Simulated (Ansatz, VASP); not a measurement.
One calculation of TiC, two programs

The input INCAR:

```
PREC     = Accurate       # precision mode
ENCUT    = 520            # plane-wave cutoff, eV
EDIFF    = 1E-6           # SCF threshold, eV
ISMEAR   = -1             # smearing method
SIGMA    = 0.05           # smearing width, eV
LREAL    = False          # projectors in reciprocal space
LASPH    = True           # aspherical terms in the spheres
NELM     = 100            # most SCF steps
ALGO     = Normal         # electronic algorithm
ISIF     = 2              # what is computed and relaxed
LWAVE    = False          # write WAVECAR
LCHARG   = True           # write CHGCAR
GGA      = PE             # functional
LELF     = True           # ELF
LVHAR    = True         
NBANDS   = 15             # bands
```

KPOINTS

```
regular mesh
0
Gamma
  15 15 15
```

File POSCAR:

```
TiC
1.0
    0.0000000000      2.0110452435      2.0110452435
    2.0110452435      0.0000000000      2.0110452435
    2.0110452435      2.0110452435      0.0000000000
Ti C
1 1
Direct
    0.0000000000      0.0000000000      0.0000000000
    0.5000000000      0.5000000000      0.5000000000
```

Input for Ansatz:

```yaml
crystal:
  lattice:
    - [0.0, 2.0110452435, 2.0110452435]
    - [2.0110452435, 0.0, 2.0110452435]
    - [2.0110452435, 2.0110452435, 0.0]
  atoms:
    - { symbol: Ti, position: [0.0, 0.0, 0.0] }
    - { symbol: C, position: [0.5, 0.5, 0.5] }
kpoints:
  mp_grid: { grid: [15, 15, 15] }
scf:
  occupations: { method: fermi_dirac, width: 0.05 }
hamiltonian:
  xc: pbe
  pseudopotentials: { kind: all_electron, lapw: { basis_error: 0.001 } }
output:
  forces: true
  stress: true
  eigenvalues: true
  populations: true
```

Change from the starting cell: volume scaled by 0.8, LAPW.

Alike in both runs: task single point; functional PBE; k mesh 15 × 15 × 15; occupations fermi-dirac, width 0.05 eV; no spin polarisation.

|  | VASP | Ansatz |
| --- | --- | --- |
| version | VASP 6.6.1 | Ansatz 0.2.0 |
| potentials or method | VASP PAW PBE potentials, release 64 (Ti_sv, C), cutoff 520 eV | all-electron LAPW, scalar-relativistic |

|  | VASP | Ansatz | Ansatz less VASP |
| --- | --- | --- | --- |
| pressure (GPa) | 87.0 | 87.1 | +0.14 |

Both programs put the cell under a high pressure, so it lies far from rest at this level. Ansatz ran all-electron here, and VASP with PAW potentials.

Noted on VASP's run: the cell as given lies far from equilibrium.
